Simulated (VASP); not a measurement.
## AlN: electric field gradients with PBEsol

The system is AlN.

```xyz
4
Lattice="3.1006 0.0000 0.0000 -1.5503 2.6852 0.0000 0.0000 0.0000 4.9614" Properties=species:S:1:pos:R:3 pbc="T T T"
Al    0.0000    1.7901    0.0000
Al    1.5503    0.8951    2.4807
N     0.0000    1.7901    1.9101
N     1.5503    0.8951    4.3908
```

This cell differs from its parent crystal: volume scaled by 0.99.

- Program: VASP 6.6.1
- Task: electric field gradients
- Functional: PBEsol
- Potentials or basis: VASP PAW PBE potentials, release 64 (Al, N)
- Cutoff: 520 eV
- k mesh: 10 × 10 × 6
- Occupations: fermi-dirac, width 0.03 eV
- Spin: no spin polarisation
- Dipole correction: no
- Further INCAR settings: ALGO = Normal; EDIFF = 1e-08; NBANDS = 16

```json
{
  "Pressure": "2.6 GPa",
  "Largest force": "0.178 eV/Å",
  "Band gap on the k mesh": "4.18 eV, direct"
}
```

Forces in eV/Å, atoms in the order of the input:
```
Al   0.000  0.000  0.178
Al   0.000  0.000  0.178
N    0.000  0.000 -0.178
N    0.000  0.000 -0.178
```

Stress tensor (GPa, compression positive):
```
3.40 0.00 0.00
0.00 3.40 0.00
0.00 0.00 1.14
```

Levels at points of the mesh, in eV from the valence-band top:
```
           k point  band 5  band 6  band 7  band 8  band 9  band 10  band 11  band 12
(0.00, 0.00, 0.00)   -0.95   -0.30   -0.30    0.00    4.18     6.62    10.58    11.05
(0.50, 0.00, 0.00)   -3.44   -2.20   -1.85   -0.77    5.67     5.68     8.12    10.19
(0.00, 0.00, 0.50)   -0.64   -0.64   -0.64   -0.64    6.45     6.45    10.26    10.26
(0.50, 0.00, 0.50)   -1.56   -1.56   -1.42   -1.42    5.18     5.18     9.13     9.13
```

Electric field gradients, principal values (V/Å²):
```tsv
atom	least	middle	greatest (by size)
1 Al	-4.316	-4.316	8.633
2 Al	-4.316	-4.316	8.633
3 N	-0.387	-0.387	0.774
4 N	-0.387	-0.387	0.774
```

Wall time 27 s on 1 thread of Intel(R) Xeon(R) 6975P-C (Granite Rapids), with other jobs on the host, peak memory 0.17 GiB.

Caveat: without QUAD_EFG the Cq values of the log hold for a quadrupole moment of 1 mb, not for the nuclei; the PAW data sets were made with another functional, which shifts forces and pressure a little.
